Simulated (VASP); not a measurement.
# Hf (I4_1/amd) in VASP: further runs

The runs below take Hf through single point, with PBE.

All numbers are computed with VASP 6.6.1; they aren't measurements. Logs are shortened: lines on timing, memory, paths and dates and some standing lists are left out, and cuts for length are marked.

### Step 1. The cell of the first run

The structure is tetragonal, space group I4_1/amd (No. 141). Conventional cell: a = 5.467 Å, b = 5.467 Å, c = 2.964 Å, α = 90.00°, β = 90.00°, γ = 90.00°. Hf (site symmetry -4m2) has 10 Hf at 2.83 to 3.52 Å within 3.7 Å.

### Step 2. Single point, PBE

INCAR

```
SYSTEM = Hf
PREC = Accurate
ENCUT = 520
EDIFF = 1E-7
ISMEAR = -1
SIGMA = 0.05
LREAL = .FALSE.
LASPH = .TRUE.
NELM = 60
ALGO = Normal
ISIF = 2
LWAVE = .FALSE.
LCHARG = .FALSE.
GGA = PE
NBANDS = 17
```

KPOINTS

```
Automatic mesh
0
G
  14 14 14
  0 0 0
```

POSCAR

```
Hf
1.0
   -2.7334440183      2.7334440183      1.4820371030
    2.7334440183     -2.7334440183      1.4820371030
    2.7334440183      2.7334440183     -1.4820371030
Hf
2
Direct
   -0.3750000000     -0.1250000000     -0.2500000000
    0.3750000000      0.1250000000      0.2500000000
```

Potentials or basis: VASP PAW PBE potentials, release 64 (Hf_pv).

Command:

```sh
cat potpaw_PBE.64/Hf_pv/POTCAR > POTCAR
mpirun -np 1 vasp_std > vasp.out
```

OUTCAR:

```text
SYSTEM = Hf
   PREC = Accurate
   ENCUT = 520
   EDIFF = 1E-7
   ISMEAR = -1
   LREAL = .FALSE.
   LASPH = .TRUE.
   NELM = 60
   ISIF = 2
   GGA = PE

 ion  position               nearest neighbor table
   1  0.625  0.875  0.750-   2 2.83   2 2.83   2 2.83   2 2.83   2 3.52   2 3.52   2 3.52   2 3.52

   2  0.375  0.125  0.250-   1 2.83   1 2.83   1 2.83   1 2.83   1 3.52   1 3.52   1 3.52   1 3.52

  LATTYP: Found a body centered tetragonal cell.
 ALAT       =     5.4668880366
 C/A-ratio  =     0.5421867406

  Lattice vectors:

 A1 = (  -2.7334440183,   2.7334440183,   1.4820371030)
 A2 = (   2.7334440183,  -2.7334440183,   1.4820371030)
 A3 = (   2.7334440183,   2.7334440183,  -1.4820371030)

Analysis of symmetry for initial positions (statically):
=====================================================================
 Subroutine PRICEL returns:
 Original cell was already a primitive cell.

 Routine SETGRP: Setting up the symmetry group for a
 body centered tetragonal supercell.

 Subroutine GETGRP returns: Found 16 space group operations
 (whereof  4 operations were pure point group operations)
 out of a pool of 16 trial point group operations.

The static configuration has the point symmetry C_2h.
 The point group associated with its full space group is D_4h.

Analysis of symmetry for dynamics (positions and initial velocities):
=====================================================================
 Subroutine PRICEL returns:
 Original cell was already a primitive cell.

 Routine SETGRP: Setting up the symmetry group for a
 body centered tetragonal supercell.

 Subroutine GETGRP returns: Found 16 space group operations
 (whereof  4 operations were pure point group operations)
 out of a pool of 16 trial point group operations.

The dynamic configuration has the point symmetry C_2h.
 The point group associated with its full space group is D_4h.

 Subroutine INISYM returns: Found 16 space group operations
 (whereof  4 operations are pure point group operations),
 and found     1 'primitive' translations

----------------------------------------------------------------------------------------

                                     Primitive cell

  volume of cell :      44.2934

  direct lattice vectors                    reciprocal lattice vectors
    -2.733444018  2.733444018  1.482037103     0.000000000  0.182919422  0.337373470
     2.733444018 -2.733444018  1.482037103     0.182919422  0.000000000  0.337373470
     2.733444018  2.733444018 -1.482037103     0.182919422  0.182919422  0.000000000

  length of vectors
     4.140032171  4.140032171  4.140032171     0.383771251  0.383771251  0.258687127

  position of ions in fractional coordinates (direct lattice)
     0.625000000  0.875000000  0.750000000
     0.375000000  0.125000000  0.250000000

  ion indices of the primitive-cell ions
   primitive index   ion index
                 1           1
                 2           2

----------------------------------------------------------------------------------------

 KPOINTS: Automatic mesh

Automatic generation of k-mesh.
 Grid dimensions read from file:
 generate k-points for:   14   14   14

 Generating k-lattice:

  Cartesian coordinates                     Fractional coordinates (reciprocal lattice)
     0.000000000  0.013065673  0.024098105     0.071428571  0.000000000 -0.000000000
     0.013065673  0.000000000  0.024098105     0.000000000  0.071428571 -0.000000000
     0.013065673  0.013065673  0.000000000     0.000000000  0.000000000  0.071428571

  Length of vectors
     0.027412232  0.027412232  0.018477652

  Shift w.r.t. Gamma in fractional coordinates (k-lattice)
     0.000000000  0.000000000  0.000000000

 Subroutine IBZKPT returns following result:
 ===========================================

 Found    244 irreducible k-points:

 Following reciprocal coordinates:
            Coordinates               Weight
  0.000000  0.000000  0.000000      1.000000
  0.071429  0.000000  0.000000      8.000000
  0.142857  0.000000 -0.000000      8.000000
  0.214286 -0.000000  0.000000      8.000000
  0.285714  0.000000  0.000000      8.000000
  0.357143  0.000000  0.000000      8.000000
[... 16 lines left out ...]
  0.214286  0.142857  0.000000     16.000000
  0.285714  0.142857 -0.000000     16.000000
 [... further k-points ...]
   k-points           NKPTS =    244   k-points in BZ     NKDIM =    244   number of bands    NBANDS=     17
   number of dos      NEDOS =    301   number of ions     NIONS =      2
   total plane-waves  NPLWV =  32768
   dimension x,y,z NGX =    32 NGY =   32 NGZ =   32
   dimension x,y,z NGXF=    64 NGYF=   64 NGZF=   64
   ions per type =               2
   NGX,Y,Z   is equivalent  to a cutoff of  12.85, 12.85, 12.85 a.u.
   NGXF,Y,Z  is equivalent  to a cutoff of  25.70, 25.70, 25.70 a.u.
 SYSTEM =  Hf
   PREC   = accura    normal or accurate (medium, high low for compatibility)
   ISTART =      0    job   : 0-new  1-cont  2-samecut
   ICHARG =      2    charge: 1-file 2-atom 10-const
   ISPIN  =      1    spin polarized calculation?
   LNONCOLLINEAR =      F non collinear calculations
   LSORBIT =      F    spin-orbit coupling
   LASPH  =      T    aspherical Exc in radial PAW
   ENCUT  =  520.0 eV  38.22 Ry    6.18 a.u.   7.70  7.70  7.70*2*pi/ulx,y,z
   NELM   =     60;   NELMIN=  2; NELMDL= -5     # of ELM steps
   EDIFF  = 0.1E-06   stopping-criterion for ELM
   LREAL  =      F    real-space projection
   EDIFFG = 0.1E-05   stopping-criterion for IOM
   NSW    =      0    number of steps for IOM
   IBRION =     -1    ionic relax: 0-MD 1-quasi-New 2-CG
   NFREE  =      0    steps in history (QN), initial steepest desc. (CG)
   ISIF   =      2    stress and relaxation
   ISYM   =      2    0-nonsym 1-usesym 2-fastsym
   POTIM  = 0.5000    time-step for ionic-motion
   TEBEG  =    0.0;   TEEND  =   0.0 temperature during run
   PSTRESS=    0.0 pullay stress
   NELECT =      20.0000    total number of electrons
   NUPDOWN=      -1.0000    fix difference up-down
   EMIN   =  10.00;   EMAX   =-10.00  energy-range for DOS
   EFERMI =   0.00;   METHOD = LEGACY
   ISMEAR =    -1;   SIGMA  =   0.05  broadening in eV -4-tet -1-fermi 0-gaus
   EFERMI_NEDOS =   21; number of points for ismear=-14 and -15
   IALGO  =     38    algorithm
   IMIX   =      4    mixing-type and parameters
     AMIX     =   0.40;   BMIX     =  1.00
     AMIX_MAG =   1.60;   BMIX_MAG =  1.00
  volume/ion in A,a.u.               =      22.15       149.45
  Fermi-wavevector in a.u.,A,eV,Ry     =   1.255948  2.373398 21.461906  1.577406
  Thomas-Fermi vector in A             =   2.389680
   LORBIT       =      0    0 simple, 1 ext, 2 COOP (PROOUT), +10 PAW based schemes
   GGA     = PE    functional components
   LHFCALC =     F    Hartree Fock is set to
   AEXX    =    0.0000 exact exchange contribution
   IVDW    =     0    specifies the selected vdW correction
   LEPSILON=     F    determine dielectric tensor
   LRPA    =     F    only Hartree local field effects (RPA)
 non-spin polarized calculation
  energy-cutoff  :      520.00
  volume of cell :       44.29
 maximum number of plane-waves:      1209
   NGX = 15   NGY = 15   NGZ = 15

 number of electron      20.0000002 magnetization

 Free energy of the ion-electron system (eV)
  ---------------------------------------------------
  ext. energy  EPLUGINS =         0.00000000
  ---------------------------------------------------
  free energy    TOTEN  =       -18.51088795 eV

  energy without entropy =      -18.49191113  energy(sigma->0) =      -18.50139954

 E-fermi :   4.5372     XC(G=0): -11.2836

 val. band max:        4.5321086674   @ k =  -0.4286   0.4286   0.4286
 cond. band min:       4.5378728278   @ k =   0.2143   0.2143   0.0000
 fundamental gap:      0.0057641603
 Fermi energy:         4.5372040741

 k-point     1 :       0.0000    0.0000    0.0000
  band No.  band energies     occupation
      1     -26.1870      2.00000
      2     -26.1870      2.00000
      3     -25.2081      2.00000
      4     -25.2029      2.00000
      5     -25.2029      2.00000
      6     -25.1940      2.00000
[... 9 lines left out ...]
     16      10.2883      0.00000
     17      10.2883      0.00000

 k-point     2 :       0.0714    0.0000    0.0000
  band No.  band energies     occupation
      1     -26.1834      2.00000
      2     -26.1692      2.00000
      3     -25.2644      2.00000
      4     -25.2373      2.00000
      5     -25.1999      2.00000
      6     -25.1976      2.00000
[... 9 lines left out ...]
     16      10.7278      0.00000
     17      10.9118      0.00000

 k-point     3 :       0.1429    0.0000   -0.0000
  band No.  band energies     occupation
      1     -26.1731      2.00000
      2     -26.1197      2.00000
      3     -25.3851      2.00000
      4     -25.3509      2.00000
      5     -25.2235      2.00000
      6     -25.1917      2.00000
[... 9 lines left out ...]
     16      11.3766      0.00000
     17      11.6123      0.00000

 k-point     4 :       0.2143   -0.0000    0.0000
  band No.  band energies     occupation
      1     -26.1582      2.00000
      2     -26.0519      2.00000
      3     -25.5562      2.00000
      4     -25.4967      2.00000
      5     -25.2704      2.00000
      6     -25.1798      2.00000
[... 9 lines left out ...]
     16      10.9608      0.00000
     17      11.9240      0.00000
[... 343 lines left out ...]
      1     -26.0992      2.00000
      2     -26.0839      2.00000
      3     -25.6967      2.00000
      4     -25.6708      2.00000
      5     -25.2282      2.00000
      6     -25.2074      2.00000
[... 9 lines left out ...]
     16      10.8226      0.00000
     17      12.1424      0.00000

 k-point    23 :       0.2143    0.1429    0.0000
  band No.  band energies     occupation
      1     -26.1076      2.00000
      2     -26.0488      2.00000
      3     -25.8297      2.00000
      4     -25.7902      2.00000
      5     -25.2585      2.00000
      6     -25.2016      2.00000
[... 9 lines left out ...]
     16      10.2871      0.00000
     17      12.1149      0.00000

 k-point    24 :       0.2857    0.1429   -0.0000
  band No.  band energies     occupation
      1     -26.1480      2.00000
      2     -26.0416      2.00000
      3     -25.9298      2.00000
      4     -25.7922      2.00000
      5     -25.3071      2.00000
      6     -25.1901      2.00000
[... 9 lines left out ...]
     16      10.6283      0.00000
     17      11.9385      0.00000

 [... further k-points ...]
[... 5 lines left out ...]
  --------------------------------------------------------------------------------------
  -------------------------------------------------------------------------------------
  Total        1.2361804      1.2361804      1.2414232      0.0000000      0.0000000      0.0000000
  in kB       44.7149752     44.7149752     44.9046192      0.0000000      0.0000000      0.0000000
  external PRESSURE =      44.7781898 kB  Pullay stress =       0.0000000 kB

 VOLUME and BASIS-vectors are now :
 -----------------------------------------------------------------------------
  energy-cutoff  :      520.00
  volume of cell :       44.29
      direct lattice vectors                 reciprocal lattice vectors
    -2.733444018  2.733444018  1.482037103     0.000000000  0.182919422  0.337373470
     2.733444018 -2.733444018  1.482037103     0.182919422  0.000000000  0.337373470
     2.733444018  2.733444018 -1.482037103     0.182919422  0.182919422  0.000000000

 POSITION                                       TOTAL-FORCE (eV/Angst)
 -----------------------------------------------------------------------------------
      2.73344      1.36672      1.11153        -0.000000     -0.000000      0.000000
      0.00000      1.36672      0.37051         0.000000      0.000000     -0.000000
 -----------------------------------------------------------------------------------
    total drift:                                0.000000     -0.000000      0.000000

  FREE ENERGIE OF THE ION-ELECTRON SYSTEM (eV)
  ---------------------------------------------------
  free  energy   TOTEN  =       -18.5108879489 eV

  energy  without entropy=      -18.4919111278  energy(sigma->0) =      -18.50139954
```

It took 91 s on 1 thread of Intel Xeon Platinum 8559C (Emerald Rapids), shared host; peak memory 0.28 GiB.

Results:

* Free energy: -18.5109 eV
* Pressure: 4.5 GPa
* Band gap on the k mesh: zero (band 10 reaches 4.81 eV, above the bottom of band 11 at 4.01 eV)

Levels at points of the mesh, in eV from the Fermi level:
```
           k point  band 8  band 9  band 10  band 11  band 12  band 13
(0.00, 0.00, 0.00)   -3.09   -1.07    -1.02     0.25     4.03     4.03
(0.50, 0.00, 0.00)   -2.33   -1.03    -0.22     0.84     1.89     1.91
(0.50, 0.50, 0.00)   -3.72   -0.49    -0.49     0.97     0.97     2.39
(0.50, 0.50, 0.50)   -3.28    0.22     0.22     0.29     0.29     3.45
```

Caveat: spin-orbit coupling is left out, which moves the levels of the heavy elements.

### Step 3. Single point, PBE

INCAR

```
PREC = Accurate
ENCUT = 520
EDIFF = 1E-6
ISMEAR = -1
SIGMA = 0.05
LREAL = F
LASPH = T
NELM = 80
ALGO = Normal
ISIF = 2
LWAVE = F
LCHARG = F
GGA = PE
NBANDS = 17
```

KPOINTS

```
regular mesh
0
Gamma
  14 14 14
```

POSCAR is that of step 2.

Potentials or basis: VASP PAW PBE potentials, release 64 (Hf_pv).

Command:

```sh
cat potpaw_PBE.64/Hf_pv/POTCAR > POTCAR
mpirun -np 1 vasp_std > vasp.out
```

Run time: 79 s. Hardware: 1 thread of Intel Xeon Platinum 8559C (Emerald Rapids), shared host; peak memory 0.28 GiB.

The run converged. Its results:

```yaml
Free_energy: -18.5109 eV
Pressure: 4.5 GPa
Band_gap_on_the_k_mesh: zero (band 10 reaches 4.81 eV, above the bottom of band 11 at 4.01 eV)
```

Levels at points of the mesh, in eV from the Fermi level:
```tsv
k point	band 6	band 7	band 8	band 9	band 10	band 11	band 12	band 13	band 14	band 15
(0.00, 0.00, 0.00)	-29.73	-6.86	-3.09	-1.07	-1.02	0.25	4.03	4.03	4.13	4.13
(0.50, 0.00, 0.00)	-29.68	-2.90	-2.33	-1.03	-0.22	0.84	1.89	1.91	3.93	4.57
(0.50, 0.50, 0.00)	-29.68	-3.72	-3.72	-0.49	-0.49	0.97	0.97	2.39	2.39	5.24
(0.50, 0.50, 0.50)	-29.62	-3.28	-3.28	0.22	0.22	0.29	0.29	3.45	3.45	4.81
```

Caveat: spin-orbit coupling is left out, which moves the levels of the heavy elements.
